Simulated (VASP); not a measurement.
Wanted: the native input for a VASP 6.6.1 run.

```yaml
Task: single point
Functional: PBE
Potentials_or_basis: VASP PAW PBE potentials, release 64 (Si, B, W_sv)
Cutoff: 520 eV
k_mesh: 10 × 10 × 6
Occupations: gaussian, width 0.1 eV
Spin: no spin polarisation
Dipole_correction: no
Further_INCAR_settings: ALGO = Normal; EDIFF = 1e-06; NBANDS = 26
```

The structure of Si4BW lies in POSCAR:

```
Si4BW
1.0
    3.7699038201      0.0000000000      0.0000000000
    0.0000000000      3.7699038201      0.0000000000
    0.0000000000      0.0000000000      5.8890592309
Si B W
4 1 1
Direct
    0.5000000000      0.0000000000      0.7115963254
    0.0000000000      0.5000000000      0.2884036746
    0.5000000000      0.0000000000      0.2884036746
    0.0000000000      0.5000000000      0.7115963254
    0.5000000000      0.5000000000      0.5000000000
    0.0000000000      0.0000000000      0.0000000000
```

The cell was generated, and may not be a known phase.

These files were run (other wordings do the same):

INCAR

```
SYSTEM = Si4BW
ALGO = Normal
EDIFF = 1E-6
ENCUT = 520
GGA = PE
ISIF = 2
ISMEAR = 0
LASPH = .True.
LCHARG = .False.
LREAL = .False.
LWAVE = .False.
NBANDS = 26
NELM = 100
PREC = Accurate
SIGMA = 0.1
```

KPOINTS

```
k-points
0
Gamma
  10 10 6
  0 0 0
```

Potentials or basis: VASP PAW PBE potentials, release 64 (Si, B, W_sv).

Command:

```bash
$ cat potpaw_PBE.64/Si/POTCAR potpaw_PBE.64/B/POTCAR potpaw_PBE.64/W_sv/POTCAR > POTCAR
$ mpirun -np 1 vasp_std > vasp.out
```

Results of the run:

```yaml
Pressure: 0.0 GPa
Largest_force: 0.008 eV/Å
Band_gap_on_the_k_mesh: zero (an odd number of electrons rules out a gap without spin polarisation)
```

Caveat: spin-orbit coupling is left out, which moves the levels of the heavy elements.

Wall time 2.2 min on 1 thread of Intel(R) Xeon(R) 6975P-C (Granite Rapids) (shared host), peak memory 0.3 GiB.
